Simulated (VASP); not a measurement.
# BaS in VASP: relaxation of cell and atoms with PBE

Aim: the relaxation of cell and atoms of BaS with PBE.

Program: VASP 6.6.1. These are calculated values, not measurements. Logs are shortened: lines on timing, memory, paths and dates and some standing lists are left out, and cuts for length are marked.

**1. The cell of the first run**

The typed cell holds 4 atoms: a = 5.381 Å, b = 5.381 Å, c = 6.384 Å, α = 90.00°, β = 90.00°, γ = 120.00°.

**2. Relaxation of cell and atoms, PBE**

The input, INCAR:

```
SYSTEM = BaS
PREC = Accurate
ENCUT = 600
EDIFF = 1E-7
ISMEAR = 0
SIGMA = 0.02
LREAL = .FALSE.
LASPH = .TRUE.
NELM = 80
ALGO = Normal
ISIF = 3
LWAVE = .FALSE.
LCHARG = .FALSE.
GGA = PE
IBRION = 2
NSW = 100
EDIFFG = -0.01
```

The input, KPOINTS:

```
regular mesh
0
G
  6 6 4
  0 0 0
```

The input, POSCAR:

```
BaS
1.0
    5.3813150886      0.0000000000      0.0000000000
   -2.6906575443      4.6603555725      0.0000000000
    0.0000000000      0.0000000000      6.3841780166
Ba S
2 2
Direct
    0.3333333333      0.6666666667      0.4365517913
    0.6666666667      0.3333333333      0.9365517913
    0.3333333333      0.6666666667     -0.0634168613
    0.6666666667      0.3333333333      0.4365831387
```

Potentials or basis: VASP PAW PBE potentials, release 64 (Ba_sv, S).

The run is started by

```bash
cat potpaw_PBE.64/Ba_sv/POTCAR potpaw_PBE.64/S/POTCAR > POTCAR
mpirun -np 1 vasp_std > vasp.out
```

OUTCAR:

```text
SYSTEM = BaS
   PREC = Accurate
   ENCUT = 600
   EDIFF = 1E-7
   ISMEAR = 0
   LREAL = .FALSE.
   LASPH = .TRUE.
   NELM = 80
   ISIF = 3
   GGA = PE
   IBRION = 2
   NSW = 100
   EDIFFG = -0.01

 ion  position               nearest neighbor table
   1  0.333  0.667  0.437-   4 3.11   4 3.11   4 3.11   3 3.19   3 3.19   2 4.45   2 4.45   2 4.45
                             2 4.45   2 4.45   2 4.45
   2  0.667  0.333  0.937-   3 3.11   3 3.11   3 3.11   4 3.19   4 3.19   1 4.45   1 4.45   1 4.45
                             1 4.45   1 4.45   1 4.45
   3  0.333  0.667  0.937-   2 3.11   2 3.11   2 3.11   1 3.19   1 3.19
   4  0.667  0.333  0.437-   1 3.11   1 3.11   1 3.11   2 3.19   2 3.19

  LATTYP: Found a hexagonal cell.
 ALAT       =     5.3813150886
 C/A-ratio  =     1.1863601948

  Lattice vectors:

 A1 = (   5.3813150886,   0.0000000000,   0.0000000000)
 A2 = (  -2.6906575443,   4.6603555725,   0.0000000000)
 A3 = (   0.0000000000,   0.0000000000,   6.3841780166)

Analysis of symmetry for initial positions (statically):
=====================================================================
 Subroutine PRICEL returns:
 Original cell was already a primitive cell.

 Routine SETGRP: Setting up the symmetry group for a
 hexagonal supercell.

 Subroutine GETGRP returns: Found 12 space group operations
 (whereof  6 operations were pure point group operations)
 out of a pool of 24 trial point group operations.

The static configuration has the point symmetry C_3v.
 The point group associated with its full space group is C_6v.

Analysis of symmetry for dynamics (positions and initial velocities):
=====================================================================
 Subroutine PRICEL returns:
 Original cell was already a primitive cell.

 Routine SETGRP: Setting up the symmetry group for a
 hexagonal supercell.

 Subroutine GETGRP returns: Found 12 space group operations
 (whereof  6 operations were pure point group operations)
 out of a pool of 24 trial point group operations.

The dynamic configuration has the point symmetry C_3v.
 The point group associated with its full space group is C_6v.

 Subroutine INISYM returns: Found 12 space group operations
 (whereof  6 operations are pure point group operations),
 and found     1 'primitive' translations

----------------------------------------------------------------------------------------

                                     Primitive cell

  volume of cell :     160.1078

  direct lattice vectors                    reciprocal lattice vectors
     5.381315089  0.000000000  0.000000000     0.185828182  0.107287951  0.000000000
    -2.690657544  4.660355573  0.000000000     0.000000000  0.214575902  0.000000000
     0.000000000  0.000000000  6.384178017     0.000000000  0.000000000  0.156637236

  length of vectors
     5.381315089  5.381315089  6.384178017     0.214575902  0.214575902  0.156637236

  position of ions in fractional coordinates (direct lattice)
     0.333333333  0.666666667  0.436551791
     0.666666667  0.333333333  0.936551791
     0.333333333  0.666666667  0.936583139
     0.666666667  0.333333333  0.436583139

  ion indices of the primitive-cell ions
   primitive index   ion index
                 1           1
                 2           2
                 3           3
                 4           4

----------------------------------------------------------------------------------------

 KPOINTS: regular mesh

Automatic generation of k-mesh.
 Grid dimensions read from file:
 generate k-points for:    6    6    4

 Generating k-lattice:

  Cartesian coordinates                     Fractional coordinates (reciprocal lattice)
     0.030971364  0.017881325  0.000000000     0.166666667  0.000000000  0.000000000
     0.000000000  0.035762650  0.000000000     0.000000000  0.166666667  0.000000000
     0.000000000  0.000000000  0.039159309     0.000000000  0.000000000  0.250000000

  Length of vectors
     0.035762650  0.035762650  0.039159309

  Shift w.r.t. Gamma in fractional coordinates (k-lattice)
     0.000000000  0.000000000  0.000000000

 Subroutine IBZKPT returns following result:
 ===========================================

 Found     21 irreducible k-points:

 Following reciprocal coordinates:
            Coordinates               Weight
  0.000000  0.000000  0.000000      1.000000
  0.166667  0.000000  0.000000      6.000000
  0.333333  0.000000  0.000000      6.000000
  0.500000  0.000000  0.000000      3.000000
  0.166667  0.166667  0.000000      6.000000
  0.333333  0.166667  0.000000     12.000000
[... 13 lines left out ...]
  0.333333  0.166667  0.500000     12.000000
  0.333333  0.333333  0.500000      2.000000
   k-points           NKPTS =     21   k-points in BZ     NKDIM =     21   number of bands    NBANDS=     20
   number of dos      NEDOS =    301   number of ions     NIONS =      4
   total plane-waves  NPLWV = 124416
   dimension x,y,z NGX =    48 NGY =   48 NGZ =   54
   dimension x,y,z NGXF=    96 NGYF=   96 NGZF=  108
   ions per type =               2   2
   NGX,Y,Z   is equivalent  to a cutoff of  14.83, 14.83, 14.06 a.u.
   NGXF,Y,Z  is equivalent  to a cutoff of  29.66, 29.66, 28.12 a.u.
 SYSTEM =  BaS
   PREC   = accura    normal or accurate (medium, high low for compatibility)
   ISTART =      0    job   : 0-new  1-cont  2-samecut
   ICHARG =      2    charge: 1-file 2-atom 10-const
   ISPIN  =      1    spin polarized calculation?
   LNONCOLLINEAR =      F non collinear calculations
   LSORBIT =      F    spin-orbit coupling
   LASPH  =      T    aspherical Exc in radial PAW
   ENCUT  =  600.0 eV  44.10 Ry    6.64 a.u.  10.75 10.75 12.75*2*pi/ulx,y,z
   NELM   =     80;   NELMIN=  2; NELMDL= -5     # of ELM steps
   EDIFF  = 0.1E-06   stopping-criterion for ELM
   LREAL  =      F    real-space projection
   EDIFFG = -.1E-01   stopping-criterion for IOM
   NSW    =    100    number of steps for IOM
   IBRION =      2    ionic relax: 0-MD 1-quasi-New 2-CG
   NFREE  =      1    steps in history (QN), initial steepest desc. (CG)
   ISIF   =      3    stress and relaxation
   ISYM   =      2    0-nonsym 1-usesym 2-fastsym
   POTIM  = 0.5000    time-step for ionic-motion
   TEBEG  =    0.0;   TEEND  =   0.0 temperature during run
   PSTRESS=    0.0 pullay stress
   NELECT =      32.0000    total number of electrons
   NUPDOWN=      -1.0000    fix difference up-down
   EMIN   =  10.00;   EMAX   =-10.00  energy-range for DOS
   EFERMI =   0.00;   METHOD = LEGACY
   ISMEAR =     0;   SIGMA  =   0.02  broadening in eV -4-tet -1-fermi 0-gaus
   EFERMI_NEDOS =   21; number of points for ismear=-14 and -15
   IALGO  =     38    algorithm
   IMIX   =      4    mixing-type and parameters
     AMIX     =   0.40;   BMIX     =  1.00
     AMIX_MAG =   1.60;   BMIX_MAG =  1.00
  volume/ion in A,a.u.               =      40.03       270.12
  Fermi-wavevector in a.u.,A,eV,Ry     =   0.957166  1.808782 12.465210  0.916167
  Thomas-Fermi vector in A             =   2.086160
   LORBIT       =      0    0 simple, 1 ext, 2 COOP (PROOUT), +10 PAW based schemes
   GGA     = PE    functional components
   LHFCALC =     F    Hartree Fock is set to
   AEXX    =    0.0000 exact exchange contribution
   IVDW    =     0    specifies the selected vdW correction
   LEPSILON=     F    determine dielectric tensor
   LRPA    =     F    only Hartree local field effects (RPA)
 conjugate gradient relaxation of ions
 non-spin polarized calculation
 Gauss-broadening in eV      SIGMA  =   0.02
  energy-cutoff  :      600.00
  volume of cell :      160.11
 maximum number of plane-waves:      5401
 NGX is ok and might be reduce to    48
   NGX = 21   NGY = 21   NGZ = 25

--------------------------------------- Ionic step        1  -------------------------------------------

 number of electron      32.0000000 magnetization

 Free energy of the ion-electron system (eV)
  ---------------------------------------------------
  ext. energy  EPLUGINS =         0.00000000
  ---------------------------------------------------
  free energy    TOTEN  =       -19.98652439 eV

  energy without entropy =      -19.98652439  energy(sigma->0) =      -19.98652439

------------------------ aborting loop because EDIFF is reached ----------------------------------------

  FORCE on cell =-STRESS in cart. coord.  units (eV):
  Direction    XX          YY          ZZ          XY          YZ          ZX
  --------------------------------------------------------------------------------------
  -------------------------------------------------------------------------------------
  Total        0.4321107      0.4321107      0.5277445      0.0000000      0.0000000     -0.0000000
  in kB        4.3240739      4.3240739      5.2810685      0.0000000      0.0000000     -0.0000000
  external PRESSURE =       4.6430721 kB  Pullay stress =       0.0000000 kB

 VOLUME and BASIS-vectors are now :
 -----------------------------------------------------------------------------
  energy-cutoff  :      600.00
  volume of cell :      160.11
      direct lattice vectors                 reciprocal lattice vectors
     5.381315089  0.000000000  0.000000000     0.185828182  0.107287951  0.000000000
    -2.690657544  4.660355573  0.000000000     0.000000000  0.214575902  0.000000000
     0.000000000  0.000000000  6.384178017     0.000000000  0.000000000  0.156637236
[... 39 lines left out ...]
 POSITION                                       TOTAL-FORCE (eV/Angst)
 -----------------------------------------------------------------------------------
     -0.00000      3.12310      2.80478        -0.000000      0.000000      0.000297
      2.70468      1.56155      6.01719        -0.000000      0.000000      0.000297
     -0.00000      3.12310      6.01735         0.000000     -0.000000     -0.000297
      2.70468      1.56155      2.80495        -0.000000      0.000000     -0.000297
 -----------------------------------------------------------------------------------
    total drift:                                0.000000     -0.000000      0.000124

  FREE ENERGIE OF THE ION-ELECTRON SYSTEM (eV)
  ---------------------------------------------------
  free  energy   TOTEN  =       -19.9895610770 eV

  energy  without entropy=      -19.9895610770  energy(sigma->0) =      -19.98956108

--------------------------------------- Ionic step        3  -------------------------------------------

 number of electron      32.0000000 magnetization

 Free energy of the ion-electron system (eV)
  ---------------------------------------------------
  ext. energy  EPLUGINS =         0.00000000
  ---------------------------------------------------
  free energy    TOTEN  =       -19.98971474 eV

  energy without entropy =      -19.98971474  energy(sigma->0) =      -19.98971474

 E-fermi :   0.5554     XC(G=0):  -7.4754

 val. band max:        0.4030993050   @ k =   0.0000   0.0000   0.0000
 cond. band min:       2.8906373276   @ k =   0.3333   0.3333   0.0000
 fundamental gap:      2.4875380226
 Fermi energy:         0.5554387283

 k-point     1 :       0.0000    0.0000    0.0000
  band No.  band energies     occupation
      1     -25.9080      2.00000
      2     -25.8602      2.00000
      3     -11.3556      2.00000
      4     -11.2122      2.00000
      5     -11.2122      2.00000
      6     -11.0654      2.00000
[... 12 lines left out ...]
     19       4.0833      0.00000
     20       5.1649      0.00000
[... 480 lines left out ...]
 POSITION                                       TOTAL-FORCE (eV/Angst)
 -----------------------------------------------------------------------------------
     -0.00000      3.12016      2.80156        -0.000000      0.000000      0.000315
      2.70214      1.56008      6.01028        -0.000000     -0.000000      0.000315
     -0.00000      3.12016      6.01045        -0.000000      0.000000     -0.000315
      2.70214      1.56008      2.80173         0.000000      0.000000     -0.000315
 -----------------------------------------------------------------------------------
    total drift:                                0.000000     -0.000000      0.000106

  FREE ENERGIE OF THE ION-ELECTRON SYSTEM (eV)
  ---------------------------------------------------
  free  energy   TOTEN  =       -19.9897147427 eV

  energy  without entropy=      -19.9897147427  energy(sigma->0) =      -19.98971474

 reached required accuracy - stopping structural energy minimisation
```

It took 4 min on 1 thread of Intel Xeon Platinum 8488C (Sapphire Rapids), shared host; peak memory 0.41 GiB.

Results:

* Free energy: -19.9897 eV
* Relaxed volume: 40.58 Å³/atom
* Relaxed cell: a = 5.404 Å, b = 5.404 Å, c = 6.417 Å, α = 90.00°, β = 90.00°, γ = 120.00°
* Space group after relaxing (to 0.1 Å): P6_3/mmc (No. 194)
* Energy gained by relaxing: 0.8 meV/atom
* Ionic steps: 3
* Pressure after relaxing: 0.0 GPa
* Band gap on the k mesh: 2.49 eV (least direct gap 2.63 eV)

The path:
```
step  energy change (eV)  largest force (eV/Å)  pressure (GPa)  volume (Å³)
   1              0.0000                0.0004            0.46       160.11
   2             -0.0030                0.0003           -0.10       162.81
   3             -0.0032                0.0003            0.00       162.32
```

Final structure:
```xyz
4
Lattice="5.4043 0.0000 0.0000 -2.7021 4.6802 0.0000 0.0000 0.0000 6.4174" Properties=species:S:1:pos:R:3 pbc="T T T"
Ba    0.0000    3.1202    2.8016
Ba    2.7021    1.5601    6.0103
S     0.0000    3.1202    6.0104
S     2.7021    1.5601    2.8017
```

Caveat: spin-orbit coupling is left out, which moves the levels of the heavy elements. A k mesh can miss the band edges.
